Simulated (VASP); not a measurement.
# MgS (Fm-3m) in VASP: single point with PBEsol

Aim: the single point of MgS with PBEsol.

Program: VASP 6.6.1. These are calculated values, not measurements. Logs are shortened: lines on timing, memory, paths and dates and some standing lists are left out, and cuts for length are marked.

**1. The cell of the first run**

It takes space group Fm-3m (No. 225, cubic). Conventional cell: a = 5.182 Å, b = 5.182 Å, c = 5.182 Å, α = 90.00°, β = 90.00°, γ = 90.00°. Within 3.4 Å of S (site symmetry m-3m) lie 6 Mg at 2.59 Å. Within 3.4 Å of Mg (site symmetry m-3m) lie 6 S at 2.59 Å.

**2. Single point, PBEsol**

The input, INCAR:

```
SYSTEM = MgS
ALGO = Normal
EDIFF = 1E-7
ENCUT = 520
GGA = PS
ISIF = 2
ISMEAR = -1
ISYM = 0
LASPH = .True.
LCHARG = .True.
LELF = .True.
LREAL = Auto
LVHAR = .True.
LWAVE = .False.
NBANDS = 166
NELM = 100
PREC = Accurate
SIGMA = 0.05
```

The input, KPOINTS:

```
Automatic mesh
0
Gamma
  1 1 1
  0.25 0.25 0.25
```

The input, POSCAR:

```
MgS
1.0
   10.3639610000      0.0000000000      0.0000000000
    0.0000000000     10.3639610000      0.0000000000
    0.0000000000      0.0000000000     10.3639610000
S Mg
32 32
Direct
    0.2500000000      0.0000000000      0.0000000000
    0.2500000000      0.0000000000      0.5000000000
    0.2500000000      0.5000000000      0.0000000000
    0.2500000000      0.5000000000      0.5000000000
    0.7500000000      0.0000000000      0.0000000000
    0.7500000000      0.0000000000      0.5000000000
    0.7500000000      0.5000000000      0.0000000000
    0.7500000000      0.5000000000      0.5000000000
    0.0000000000      0.2500000000      0.0000000000
    0.0000000000      0.2500000000      0.5000000000
    0.0000000000      0.7500000000      0.0000000000
    0.0000000000      0.7500000000      0.5000000000
    0.5000000000      0.2500000000      0.0000000000
    0.5000000000      0.2500000000      0.5000000000
    0.5000000000      0.7500000000      0.0000000000
    0.5000000000      0.7500000000      0.5000000000
    0.0000000000      0.0000000000      0.2500000000
    0.0000000000      0.0000000000      0.7500000000
    0.0000000000      0.5000000000      0.2500000000
    0.0000000000      0.5000000000      0.7500000000
    0.5000000000      0.0000000000      0.2500000000
    0.5000000000      0.0000000000      0.7500000000
    0.5000000000      0.5000000000      0.2500000000
    0.5000000000      0.5000000000      0.7500000000
    0.2500000000      0.2500000000      0.2500000000
    0.2500000000      0.2500000000      0.7500000000
    0.2500000000      0.7500000000      0.2500000000
    0.2500000000      0.7500000000      0.7500000000
    0.7500000000      0.2500000000      0.2500000000
    0.7500000000      0.2500000000      0.7500000000
    0.7500000000      0.7500000000      0.2500000000
    0.7500000000      0.7500000000      0.7500000000
    0.0000000000      0.0000000000      0.0000000000
    0.0000000000      0.0000000000      0.5000000000
    0.0000000000      0.5000000000      0.0000000000
    0.0000000000      0.5000000000      0.5000000000
    0.5000000000      0.0000000000      0.0000000000
    0.5000000000      0.0000000000      0.5000000000
    0.5000000000      0.5000000000      0.0000000000
    0.5000000000      0.5000000000      0.5000000000
    0.2500000000      0.2500000000      0.0000000000
    0.2500000000      0.2500000000      0.5000000000
    0.2500000000      0.7500000000      0.0000000000
    0.2500000000      0.7500000000      0.5000000000
    0.7500000000      0.2500000000      0.0000000000
    0.7500000000      0.2500000000      0.5000000000
    0.7500000000      0.7500000000      0.0000000000
    0.7500000000      0.7500000000      0.5000000000
    0.2500000000      0.0000000000      0.2500000000
    0.2500000000      0.0000000000      0.7500000000
    0.2500000000      0.5000000000      0.2500000000
    0.2500000000      0.5000000000      0.7500000000
    0.7500000000      0.0000000000      0.2500000000
    0.7500000000      0.0000000000      0.7500000000
    0.7500000000      0.5000000000      0.2500000000
    0.7500000000      0.5000000000      0.7500000000
    0.0000000000      0.2500000000      0.2500000000
    0.0000000000      0.2500000000      0.7500000000
    0.0000000000      0.7500000000      0.2500000000
    0.0000000000      0.7500000000      0.7500000000
    0.5000000000      0.2500000000      0.2500000000
    0.5000000000      0.2500000000      0.7500000000
    0.5000000000      0.7500000000      0.2500000000
    0.5000000000      0.7500000000      0.7500000000
```

Potentials or basis: VASP PAW PBE potentials, release 64 (S, Mg).

On the command line:

```console
$ cat potpaw_PBE.64/S/POTCAR potpaw_PBE.64/Mg/POTCAR > POTCAR
$ mpirun -np 1 vasp_std > vasp.out
```

OUTCAR:

```text
SYSTEM = MgS
   EDIFF = 1E-7
   ENCUT = 520
   GGA = PS
   ISIF = 2
   ISMEAR = -1
   ISYM = 0
   LASPH = .True.
   LREAL = Auto
   NELM = 100
   PREC = Accurate

 ion  position               nearest neighbor table
   1  0.250  0.000  0.000-  33 2.59  37 2.59  41 2.59  43 2.59  49 2.59  50 2.59
   2  0.250  0.000  0.500-  34 2.59  38 2.59  42 2.59  44 2.59  49 2.59  50 2.59
   3  0.250  0.500  0.000-  35 2.59  39 2.59  41 2.59  43 2.59  51 2.59  52 2.59
   4  0.250  0.500  0.500-  36 2.59  40 2.59  42 2.59  44 2.59  51 2.59  52 2.59
   5  0.750  0.000  0.000-  33 2.59  37 2.59  45 2.59  47 2.59  53 2.59  54 2.59
   6  0.750  0.000  0.500-  34 2.59  38 2.59  46 2.59  48 2.59  53 2.59  54 2.59
[... 56 lines left out ...]
  63  0.500  0.750  0.250-  15 2.59  16 2.59  21 2.59  23 2.59  27 2.59  31 2.59
  64  0.500  0.750  0.750-  15 2.59  16 2.59  22 2.59  24 2.59  28 2.59  32 2.59

IMPORTANT INFORMATION: All symmetrisations will be switched off!
NOSYMM: (Re-)initialisation of all symmetry stuff for point group C_1.

----------------------------------------------------------------------------------------

                                     Primitive cell

  volume of cell :    1113.2105

  direct lattice vectors                    reciprocal lattice vectors
    10.363961000  0.000000000  0.000000000     0.096488206  0.000000000  0.000000000
     0.000000000 10.363961000  0.000000000     0.000000000  0.096488206  0.000000000
     0.000000000  0.000000000 10.363961000     0.000000000  0.000000000  0.096488206

  length of vectors
    10.363961000 10.363961000 10.363961000     0.096488206  0.096488206  0.096488206

  position of ions in fractional coordinates (direct lattice)
     0.250000000  0.000000000  0.000000000
     0.250000000  0.000000000  0.500000000
     0.250000000  0.500000000  0.000000000
     0.250000000  0.500000000  0.500000000
     0.750000000  0.000000000  0.000000000
     0.750000000  0.000000000  0.500000000
[... 56 lines left out ...]
     0.500000000  0.750000000  0.250000000
     0.500000000  0.750000000  0.750000000

  ion indices of the primitive-cell ions
   primitive index   ion index
                 1           1
                 2           2
                 3           3
                 4           4
                 5           5
                 6           6
[... 56 lines left out ...]
                63          63
                64          64

----------------------------------------------------------------------------------------

 KPOINTS: Automatic mesh

Automatic generation of k-mesh.
 Grid dimensions read from file:
 generate k-points for:    1    1    1

 Generating k-lattice:

  Cartesian coordinates                     Fractional coordinates (reciprocal lattice)
     0.096488206  0.000000000  0.000000000     1.000000000  0.000000000  0.000000000
     0.000000000  0.096488206  0.000000000     0.000000000  1.000000000  0.000000000
     0.000000000  0.000000000  0.096488206     0.000000000  0.000000000  1.000000000

  Length of vectors
     0.096488206  0.096488206  0.096488206

  Shift w.r.t. Gamma in fractional coordinates (k-lattice)
     0.250000000  0.250000000  0.250000000

 Subroutine IBZKPT returns following result:
 ===========================================

 Found      4 irreducible k-points:

 Following reciprocal coordinates:
            Coordinates               Weight
  0.250000  0.250000  0.250000      2.000000
 -0.250000  0.250000  0.250000      2.000000
 -0.250000 -0.250000  0.250000      2.000000
  0.250000 -0.250000  0.250000      2.000000
   k-points           NKPTS =      4   k-points in BZ     NKDIM =      4   number of bands    NBANDS=    166
   number of dos      NEDOS =    301   number of ions     NIONS =     64
   total plane-waves  NPLWV = 512000
   dimension x,y,z NGX =    80 NGY =   80 NGZ =   80
   dimension x,y,z NGXF=   160 NGYF=  160 NGZF=  160
   ions per type =              32  32
   NGX,Y,Z   is equivalent  to a cutoff of  12.83, 12.83, 12.83 a.u.
   NGXF,Y,Z  is equivalent  to a cutoff of  25.67, 25.67, 25.67 a.u.
 SYSTEM =  MgS
   PREC   = accura    normal or accurate (medium, high low for compatibility)
   ISTART =      0    job   : 0-new  1-cont  2-samecut
   ICHARG =      2    charge: 1-file 2-atom 10-const
   ISPIN  =      1    spin polarized calculation?
   LNONCOLLINEAR =      F non collinear calculations
   LSORBIT =      F    spin-orbit coupling
   LASPH  =      T    aspherical Exc in radial PAW
   ENCUT  =  520.0 eV  38.22 Ry    6.18 a.u.  19.27 19.27 19.27*2*pi/ulx,y,z
   NELM   =    100;   NELMIN=  2; NELMDL= -5     # of ELM steps
   EDIFF  = 0.1E-06   stopping-criterion for ELM
   LREAL  =      T    real-space projection
   EDIFFG = 0.1E-05   stopping-criterion for IOM
   NSW    =      0    number of steps for IOM
   IBRION =     -1    ionic relax: 0-MD 1-quasi-New 2-CG
   NFREE  =      0    steps in history (QN), initial steepest desc. (CG)
   ISIF   =      2    stress and relaxation
   ISYM   =      0    0-nonsym 1-usesym 2-fastsym
   POTIM  = 0.5000    time-step for ionic-motion
   TEBEG  =    0.0;   TEEND  =   0.0 temperature during run
   PSTRESS=    0.0 pullay stress
   NELECT =     256.0000    total number of electrons
   NUPDOWN=      -1.0000    fix difference up-down
   EMIN   =  10.00;   EMAX   =-10.00  energy-range for DOS
   EFERMI =   0.00;   METHOD = LEGACY
   ISMEAR =    -1;   SIGMA  =   0.05  broadening in eV -4-tet -1-fermi 0-gaus
   EFERMI_NEDOS =   21; number of points for ismear=-14 and -15
   IALGO  =     38    algorithm
   IMIX   =      4    mixing-type and parameters
     AMIX     =   0.40;   BMIX     =  1.00
     AMIX_MAG =   1.60;   BMIX_MAG =  1.00
  volume/ion in A,a.u.               =      17.39       117.38
  Fermi-wavevector in a.u.,A,eV,Ry     =   1.002988  1.895372 13.687255  1.005985
  Thomas-Fermi vector in A             =   2.135511
   LORBIT       =      0    0 simple, 1 ext, 2 COOP (PROOUT), +10 PAW based schemes
   GGA     = PS    functional components
   LHFCALC =     F    Hartree Fock is set to
   AEXX    =    0.0000 exact exchange contribution
   IVDW    =     0    specifies the selected vdW correction
   LEPSILON=     F    determine dielectric tensor
   LRPA    =     F    only Hartree local field effects (RPA)
 non-spin polarized calculation
  energy-cutoff  :      520.00
  volume of cell :     1113.21
 maximum number of plane-waves:     30028
 NGX is ok and might be reduce to    80
   NGX = 39   NGY = 39   NGZ = 39

 number of electron     255.9999994 magnetization

 Free energy of the ion-electron system (eV)
  ---------------------------------------------------
  ext. energy  EPLUGINS =         0.00000000
  ---------------------------------------------------
  free energy    TOTEN  =      -290.41963518 eV

  energy without entropy =     -290.41963518  energy(sigma->0) =     -290.41963518

 E-fermi :   4.9474     XC(G=0):  -9.8876

 val. band max:        3.6802424438   @ k =  -0.2500   0.2500   0.2500
 cond. band min:       7.1021227983   @ k =   0.2500  -0.2500   0.2500
 fundamental gap:      3.4218803545
 Fermi energy:         4.9474170328

 k-point     1 :       0.2500    0.2500    0.2500
  band No.  band energies     occupation
      1      -8.8130      2.00000
      2      -8.4292      2.00000
      3      -8.4292      2.00000
      4      -8.4292      2.00000
      5      -8.1061      2.00000
      6      -8.1061      2.00000
[... 132 lines left out ...]
    139       8.4522      0.00000
    140       8.4522      0.00000

 k-point     2 :      -0.2500    0.2500    0.2500
  band No.  band energies     occupation
      1      -8.8130      2.00000
      2      -8.4292      2.00000
      3      -8.4292      2.00000
      4      -8.4292      2.00000
      5      -8.1061      2.00000
      6      -8.1061      2.00000
[... 132 lines left out ...]
    139       8.4522      0.00000
    140       8.4522      0.00000

 k-point     3 :      -0.2500   -0.2500    0.2500
  band No.  band energies     occupation
      1      -8.8130      2.00000
      2      -8.4292      2.00000
      3      -8.4292      2.00000
      4      -8.4292      2.00000
      5      -8.1061      2.00000
      6      -8.1061      2.00000
[... 132 lines left out ...]
    139       8.4522      0.00000
    140       8.4522      0.00000

 k-point     4 :       0.2500   -0.2500    0.2500
  band No.  band energies     occupation
      1      -8.8130      2.00000
      2      -8.4292      2.00000
      3      -8.4292      2.00000
      4      -8.4292      2.00000
      5      -8.1061      2.00000
      6      -8.1061      2.00000
[... 132 lines left out ...]
    139       8.4522      0.00000
    140       8.4522      0.00000
 [bands above 140 left out]

------------------------ aborting loop because EDIFF is reached ----------------------------------------

  FORCE on cell =-STRESS in cart. coord.  units (eV):
  Direction    XX          YY          ZZ          XY          YZ          ZX
  --------------------------------------------------------------------------------------
  -------------------------------------------------------------------------------------
  Total       -1.1798784     -1.1798800     -1.1798687     -0.0000074     -0.0000046      0.0000031
  in kB       -1.6981284     -1.6981307     -1.6981145     -0.0000106     -0.0000067      0.0000044
  external PRESSURE =      -1.6981245 kB  Pullay stress =       0.0000000 kB

 VOLUME and BASIS-vectors are now :
 -----------------------------------------------------------------------------
  energy-cutoff  :      520.00
  volume of cell :     1113.21
      direct lattice vectors                 reciprocal lattice vectors
    10.363961000  0.000000000  0.000000000     0.096488206  0.000000000  0.000000000
     0.000000000 10.363961000  0.000000000     0.000000000  0.096488206  0.000000000
     0.000000000  0.000000000 10.363961000     0.000000000  0.000000000  0.096488206

 POSITION                                       TOTAL-FORCE (eV/Angst)
 -----------------------------------------------------------------------------------
      2.59099      0.00000      0.00000        -0.000001      0.000003     -0.000000
      2.59099      0.00000      5.18198        -0.000001      0.000001      0.000001
      2.59099      5.18198      0.00000         0.000001     -0.000000      0.000000
      2.59099      5.18198      5.18198        -0.000000     -0.000000     -0.000002
      7.77297      0.00000      0.00000         0.000002      0.000000     -0.000003
      7.77297      0.00000      5.18198         0.000001     -0.000001      0.000002
[... 56 lines left out ...]
      5.18198      7.77297      2.59099         0.000000     -0.000001     -0.000001
      5.18198      7.77297      7.77297         0.000001     -0.000001      0.000001
 -----------------------------------------------------------------------------------
    total drift:                               -0.000001      0.000000      0.000003

  FREE ENERGIE OF THE ION-ELECTRON SYSTEM (eV)
  ---------------------------------------------------
  free  energy   TOTEN  =      -290.4196351823 eV

  energy  without entropy=     -290.4196351822  energy(sigma->0) =     -290.41963518
```

Run time: 22 min. Hardware: 1 thread of Intel Xeon 6975P-C, shared host; peak memory 1.2 GiB.

What came out:

- Free energy: -290.4196 eV
- Pressure: -0.2 GPa
- Band gap on the k mesh: 3.42 eV

Caveat: the k points lie up to 0.61 Å⁻¹ apart; the PAW data sets were made with another functional, which shifts forces and pressure a little.
